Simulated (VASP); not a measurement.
# MgO (Fm-3m) in VASP: single point with RPBE

Aim: the single point of MgO with RPBE.

Program: VASP 6.6.1. These are calculated values, not measurements. Logs are shortened: lines on timing, memory, paths and dates and some standing lists are left out, and cuts for length are marked.

**The experiment to reproduce.**

From “Electronic structure of alkaline earth and post-transition metal oxides”, 2009, arxiv:0908.1581, for a bulk crystal of MgO: band gap 7.83 eV.

How close the calculation comes is told below.

## Step 1: The cell of the first run

The structure is cubic, space group Fm-3m (No. 225). Conventional cell: a = 4.299 Å, b = 4.299 Å, c = 4.299 Å, α = 90.00°, β = 90.00°, γ = 90.00°. Within 2.8 Å of Mg (site symmetry m-3m) lie 6 O at 2.15 Å. Within 2.8 Å of O (site symmetry m-3m) lie 6 Mg at 2.15 Å.

## Step 2: Single point, RPBE

Contents of INCAR:

```
SYSTEM = MgO
  PREC = Accurate
  ENCUT = 840
  EDIFF = 1E-6
  ISMEAR = 0
  SIGMA = 0.02
  LREAL = .False.
  LASPH = .True.
  NELM = 120
  ALGO = Normal
  ISIF = 2
  LWAVE = .False.
  LCHARG = .False.
  GGA = RP
  NBANDS = 15
  GGA_COMPAT = .False.
```

Contents of KPOINTS:

```
Automatic mesh
0
Gamma
  8 8 8
  0 0 0
```

Contents of POSCAR:

```
MgO
1.0
    0.0000000000      2.1494104632      2.1494104632
    2.1494104632      0.0000000000      2.1494104632
    2.1494104632      2.1494104632      0.0000000000
Mg O
1 1
Direct
    0.0000000000      0.0000000000      0.0000000000
    0.5000000000      0.5000000000      0.5000000000
```

Potentials or basis: VASP PAW PBE potentials, release 64 (Mg_sv, O).

Run with:

```bash
$ cat potpaw_PBE.64/Mg_sv/POTCAR potpaw_PBE.64/O/POTCAR > POTCAR
$ mpirun -np 1 vasp_std > vasp.out
```

OUTCAR:

```text
SYSTEM = MgO
   PREC = Accurate
   ENCUT = 840
   EDIFF = 1E-6
   ISMEAR = 0
   LREAL = .False.
   LASPH = .True.
   NELM = 120
   ISIF = 2
   GGA = RP

 ion  position               nearest neighbor table
   1  0.000  0.000  0.000-
   2  0.500  0.500  0.500-

  LATTYP: Found a face centered cubic cell.
 ALAT       =     4.2988209264

  Lattice vectors:

 A1 = (   0.0000000000,   2.1494104632,   2.1494104632)
 A2 = (   2.1494104632,   0.0000000000,   2.1494104632)
 A3 = (   2.1494104632,   2.1494104632,   0.0000000000)

Analysis of symmetry for initial positions (statically):
=====================================================================
 Subroutine PRICEL returns:
 Original cell was already a primitive cell.

 Routine SETGRP: Setting up the symmetry group for a
 face centered cubic supercell.

 Subroutine GETGRP returns: Found 48 space group operations
 (whereof 48 operations were pure point group operations)
 out of a pool of 48 trial point group operations.

The static configuration has the point symmetry O_h .

Analysis of symmetry for dynamics (positions and initial velocities):
=====================================================================
 Subroutine PRICEL returns:
 Original cell was already a primitive cell.

 Routine SETGRP: Setting up the symmetry group for a
 face centered cubic supercell.

 Subroutine GETGRP returns: Found 48 space group operations
 (whereof 48 operations were pure point group operations)
 out of a pool of 48 trial point group operations.

The dynamic configuration has the point symmetry O_h .

 Subroutine INISYM returns: Found 48 space group operations
 (whereof 48 operations are pure point group operations),
 and found     1 'primitive' translations

----------------------------------------------------------------------------------------

                                     Primitive cell

  volume of cell :      19.8604

  direct lattice vectors                    reciprocal lattice vectors
     0.000000000  2.149410463  2.149410463    -0.232621925  0.232621925  0.232621925
     2.149410463  0.000000000  2.149410463     0.232621925 -0.232621925  0.232621925
     2.149410463  2.149410463  0.000000000     0.232621925  0.232621925 -0.232621925

  length of vectors
     3.039725428  3.039725428  3.039725428     0.402912993  0.402912993  0.402912993

  position of ions in fractional coordinates (direct lattice)
     0.000000000  0.000000000  0.000000000
     0.500000000  0.500000000  0.500000000

  ion indices of the primitive-cell ions
   primitive index   ion index
                 1           1
                 2           2

----------------------------------------------------------------------------------------

 KPOINTS: Automatic mesh

Automatic generation of k-mesh.
 Grid dimensions read from file:
 generate k-points for:    8    8    8

 Generating k-lattice:

  Cartesian coordinates                     Fractional coordinates (reciprocal lattice)
    -0.029077741  0.029077741  0.029077741     0.125000000  0.000000000  0.000000000
     0.029077741 -0.029077741  0.029077741     0.000000000  0.125000000  0.000000000
     0.029077741  0.029077741 -0.029077741     0.000000000  0.000000000  0.125000000

  Length of vectors
     0.050364124  0.050364124  0.050364124

  Shift w.r.t. Gamma in fractional coordinates (k-lattice)
     0.000000000  0.000000000  0.000000000

 Subroutine IBZKPT returns following result:
 ===========================================

 Found     29 irreducible k-points:

 Following reciprocal coordinates:
            Coordinates               Weight
  0.000000  0.000000  0.000000      1.000000
  0.125000  0.000000  0.000000      8.000000
  0.250000  0.000000  0.000000      8.000000
  0.375000  0.000000  0.000000      8.000000
  0.500000  0.000000  0.000000      4.000000
  0.125000  0.125000  0.000000      6.000000
[... 16 lines left out ...]
  0.500000  0.250000  0.125000     48.000000
 -0.375000  0.250000  0.125000     24.000000
 [... further k-points ...]
   k-points           NKPTS =     29   k-points in BZ     NKDIM =     29   number of bands    NBANDS=     15
   number of dos      NEDOS =    301   number of ions     NIONS =      2
   total plane-waves  NPLWV =  27000
   dimension x,y,z NGX =    30 NGY =   30 NGZ =   30
   dimension x,y,z NGXF=    60 NGYF=   60 NGZF=   60
   ions per type =               1   1
   NGX,Y,Z   is equivalent  to a cutoff of  16.41, 16.41, 16.41 a.u.
   NGXF,Y,Z  is equivalent  to a cutoff of  32.81, 32.81, 32.81 a.u.
 SYSTEM =  MgO
   PREC   = accura    normal or accurate (medium, high low for compatibility)
   ISTART =      0    job   : 0-new  1-cont  2-samecut
   ICHARG =      2    charge: 1-file 2-atom 10-const
   ISPIN  =      1    spin polarized calculation?
   LNONCOLLINEAR =      F non collinear calculations
   LSORBIT =      F    spin-orbit coupling
   LASPH  =      T    aspherical Exc in radial PAW
   ENCUT  =  840.0 eV  61.74 Ry    7.86 a.u.   7.18  7.18  7.18*2*pi/ulx,y,z
   NELM   =    120;   NELMIN=  2; NELMDL= -5     # of ELM steps
   EDIFF  = 0.1E-05   stopping-criterion for ELM
   LREAL  =      F    real-space projection
   EDIFFG = 0.1E-04   stopping-criterion for IOM
   NSW    =      0    number of steps for IOM
   IBRION =     -1    ionic relax: 0-MD 1-quasi-New 2-CG
   NFREE  =      0    steps in history (QN), initial steepest desc. (CG)
   ISIF   =      2    stress and relaxation
   ISYM   =      2    0-nonsym 1-usesym 2-fastsym
   POTIM  = 0.5000    time-step for ionic-motion
   TEBEG  =    0.0;   TEEND  =   0.0 temperature during run
   PSTRESS=    0.0 pullay stress
   NELECT =      16.0000    total number of electrons
   NUPDOWN=      -1.0000    fix difference up-down
   EMIN   =  10.00;   EMAX   =-10.00  energy-range for DOS
   EFERMI =   0.00;   METHOD = LEGACY
   ISMEAR =     0;   SIGMA  =   0.02  broadening in eV -4-tet -1-fermi 0-gaus
   EFERMI_NEDOS =   21; number of points for ismear=-14 and -15
   IALGO  =     38    algorithm
   IMIX   =      4    mixing-type and parameters
     AMIX     =   0.40;   BMIX     =  1.00
     AMIX_MAG =   1.60;   BMIX_MAG =  1.00
  volume/ion in A,a.u.               =       9.93        67.01
  Fermi-wavevector in a.u.,A,eV,Ry     =   1.523300  2.878620 31.571546  2.320443
  Thomas-Fermi vector in A             =   2.631762
   LORBIT       =      0    0 simple, 1 ext, 2 COOP (PROOUT), +10 PAW based schemes
   GGA     = RP    functional components
   LHFCALC =     F    Hartree Fock is set to
   AEXX    =    0.0000 exact exchange contribution
   IVDW    =     0    specifies the selected vdW correction
   LEPSILON=     F    determine dielectric tensor
   LRPA    =     F    only Hartree local field effects (RPA)
 non-spin polarized calculation
 Gauss-broadening in eV      SIGMA  =   0.02
  energy-cutoff  :      840.00
  volume of cell :       19.86
 maximum number of plane-waves:      1121
 NGX is ok and might be reduce to    30
   NGX = 15   NGY = 15   NGZ = 15

 number of electron      15.9999996 magnetization

 Free energy of the ion-electron system (eV)
  ---------------------------------------------------
  ext. energy  EPLUGINS =         0.00000000
  ---------------------------------------------------
  free energy    TOTEN  =       -11.22115828 eV

  energy without entropy =      -11.22115828  energy(sigma->0) =      -11.22115828

 E-fermi :   2.9083     XC(G=0): -10.8268

 val. band max:        2.6516214378   @ k =   0.0000   0.0000   0.0000
 cond. band min:       6.9306012157   @ k =   0.0000   0.0000   0.0000
 fundamental gap:      4.2789797778
 Fermi energy:         2.9082594070

 k-point     1 :       0.0000    0.0000    0.0000
  band No.  band energies     occupation
      1     -70.0566      2.00000
      2     -36.6002      2.00000
      3     -36.6002      2.00000
      4     -36.6002      2.00000
      5     -14.3757      2.00000
      6       2.6516      2.00000
      7       2.6516      2.00000
      8       2.6516      2.00000
      9       6.9306      0.00000
     10      18.2375      0.00000
     11      18.2375      0.00000
     12      18.2375      0.00000
     13      21.9405      0.00000
     14      23.7133      0.00000
     15      23.7134      0.00000

 k-point     2 :       0.1250    0.0000    0.0000
  band No.  band energies     occupation
      1     -70.0560      2.00000
      2     -36.6100      2.00000
      3     -36.6013      2.00000
      4     -36.6013      2.00000
      5     -14.2283      2.00000
      6       1.7341      2.00000
      7       2.5594      2.00000
      8       2.5594      2.00000
      9       7.8435      0.00000
     10      16.5673      0.00000
     11      18.5632      0.00000
     12      18.5632      0.00000
     13      22.6902      0.00000
     14      22.6902      0.00000
     15      23.9514      0.00000

 k-point     3 :       0.2500    0.0000    0.0000
  band No.  band energies     occupation
      1     -70.0538      2.00000
      2     -36.6334      2.00000
      3     -36.6038      2.00000
      4     -36.6038      2.00000
      5     -13.8489      2.00000
      6       0.1371      2.00000
      7       2.3464      2.00000
      8       2.3464      2.00000
      9       9.3116      0.00000
     10      14.9626      0.00000
     11      18.9591      0.00000
     12      18.9591      0.00000
     13      22.3093      0.00000
     14      22.3093      0.00000
     15      23.9307      0.00000

 k-point     4 :       0.3750    0.0000    0.0000
  band No.  band energies     occupation
      1     -70.0517      2.00000
      2     -36.6567      2.00000
      3     -36.6063      2.00000
      4     -36.6063      2.00000
      5     -13.4283      2.00000
      6      -1.1559      2.00000
      7       2.1452      2.00000
      8       2.1452      2.00000
      9      10.1327      0.00000
     10      14.5882      0.00000
     11      18.7168      0.00000
     12      18.7168      0.00000
     13      23.1987      0.00000
     14      23.5785      0.00000
     15      23.5785      0.00000
[... 307 lines left out ...]
 k-point    22 :       0.3750    0.2500    0.1250
  band No.  band energies     occupation
      1     -70.0522      2.00000
      2     -36.6381      2.00000
      3     -36.6155      2.00000
      4     -36.6074      2.00000
      5     -13.5845      2.00000
      6      -0.1901      2.00000
      7       1.5960      2.00000
      8       2.0939      2.00000
      9      10.6681      0.00000
     10      13.9934      0.00000
     11      17.2718      0.00000
     12      19.6864      0.00000
     13      20.3526      0.00000
     14      24.5519      0.00000
     15      27.7051      0.00000

 k-point    23 :       0.5000    0.2500    0.1250
  band No.  band energies     occupation
      1     -70.0505      2.00000
      2     -36.6505      2.00000
      3     -36.6217      2.00000
      4     -36.6108      2.00000
      5     -13.2590      2.00000
      6      -0.8105      2.00000
      7       1.0657      2.00000
      8       1.8624      2.00000
      9      11.7508      0.00000
     10      14.0009      0.00000
     11      16.1303      0.00000
     12      19.2615      0.00000
     13      21.8389      0.00000
     14      24.4536      0.00000
     15      27.9368      0.00000

 k-point    24 :      -0.3750    0.2500    0.1250
  band No.  band energies     occupation
      1     -70.0499      2.00000
      2     -36.6559      2.00000
      3     -36.6235      2.00000
      4     -36.6128      2.00000
      5     -13.1160      2.00000
      6      -1.0689      2.00000
      7       0.8726      2.00000
      8       1.7516      2.00000
      9      12.0090      0.00000
     10      14.3952      0.00000
     11      15.7298      0.00000
     12      19.0141      0.00000
     13      22.6227      0.00000
     14      24.1217      0.00000
     15      28.0936      0.00000

 [... further k-points ...]

------------------------ aborting loop because EDIFF is reached ----------------------------------------

  FORCE on cell =-STRESS in cart. coord.  units (eV):
  Direction    XX          YY          ZZ          XY          YZ          ZX
  --------------------------------------------------------------------------------------
  -------------------------------------------------------------------------------------
  Total       -0.0022595     -0.0022595     -0.0022595     -0.0000000     -0.0000000     -0.0000000
  in kB       -0.1822750     -0.1822750     -0.1822750     -0.0000000     -0.0000000     -0.0000000
  external PRESSURE =      -0.1822750 kB  Pullay stress =       0.0000000 kB

 VOLUME and BASIS-vectors are now :
 -----------------------------------------------------------------------------
  energy-cutoff  :      840.00
  volume of cell :       19.86
      direct lattice vectors                 reciprocal lattice vectors
     0.000000000  2.149410463  2.149410463    -0.232621925  0.232621925  0.232621925
     2.149410463  0.000000000  2.149410463     0.232621925 -0.232621925  0.232621925
     2.149410463  2.149410463  0.000000000     0.232621925  0.232621925 -0.232621925

 POSITION                                       TOTAL-FORCE (eV/Angst)
 -----------------------------------------------------------------------------------
      0.00000      0.00000      0.00000        -0.000000      0.000000      0.000000
      2.14941      2.14941      2.14941         0.000000     -0.000000     -0.000000
 -----------------------------------------------------------------------------------
    total drift:                                0.000000      0.000000      0.000000

  FREE ENERGIE OF THE ION-ELECTRON SYSTEM (eV)
  ---------------------------------------------------
  free  energy   TOTEN  =       -11.2211582829 eV

  energy  without entropy=      -11.2211582829  energy(sigma->0) =      -11.22115828
```

It took 21 s on 1 thread of Intel Xeon Platinum 8259CL at 2.50GHz (Skylake/Cascade Lake), shared host; peak memory 0.16 GiB.

What came out:

- Free energy: -11.2212 eV
- Pressure: 0.0 GPa
- Band gap on the k mesh: 4.28 eV

Caveat: the PAW data sets were made with another functional, which shifts forces and pressure a little.

## Step 3: How close it comes

Step 2. Measured gap of MgO: 7.83 eV (quoted in “Electronic structure of alkaline earth and post-transition metal oxides”, 2009, arxiv:0908.1581). This calculation gives 4.28 eV (-3.55 eV). The value is that of RPBE, without temperature or zero-point motion. Semilocal functionals fall short of measured gaps as a rule.
